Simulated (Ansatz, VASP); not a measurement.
Pt in VASP and in Ansatz

```xyz
2
Lattice="2.8711 0.0000 0.0000 -1.4355 2.4864 0.0000 0.0000 0.0000 5.1755" Properties=species:S:1:pos:R:3 pbc="T T T"
Pt    1.4355    0.8288    3.8816
Pt    0.0000    1.6576    1.2939
```

Change from the starting cell: strain +0.040 along x and y, +0.080 along z, atoms carried along.

Alike in both runs: task single point; functional PBEsol; k mesh 18 × 18 × 10; occupations gaussian, width 0.15 eV; no spin polarisation.

|  | VASP | Ansatz |
| --- | --- | --- |
| version | VASP 6.6.1 | Ansatz 0.2.0 |
| potentials or method | VASP PAW PBE potentials, release 64 (Pt), cutoff 520 eV | scalar-relativistic, plane waves, PAW |
| valence electrons in the cell | 20 | 36 |

|  | VASP | Ansatz | Ansatz less VASP |
| --- | --- | --- | --- |
| gap on the k mesh at the Fermi level (eV) | none | none | - |
| pressure (GPa) | -32.0 | -31.8 | +0.21 |
| traceless stress, the component that is largest in VASP (GPa) | 1.00 | 1.10 | +0.100 |

VASP's potentials were made for PBE, not for PBEsol. A gap of «none» marks a metal or a gap that the smearing closes. Both programs put the cell under strong tension, so it lies far from rest at this level. VASP's potentials hold 20 valence electrons a cell and Ansatz's 36, so a difference there can come from the potentials and not from the codes.

Neither program's run includes spin-orbit coupling. Noted on VASP's run: the cell as given lies far from equilibrium.
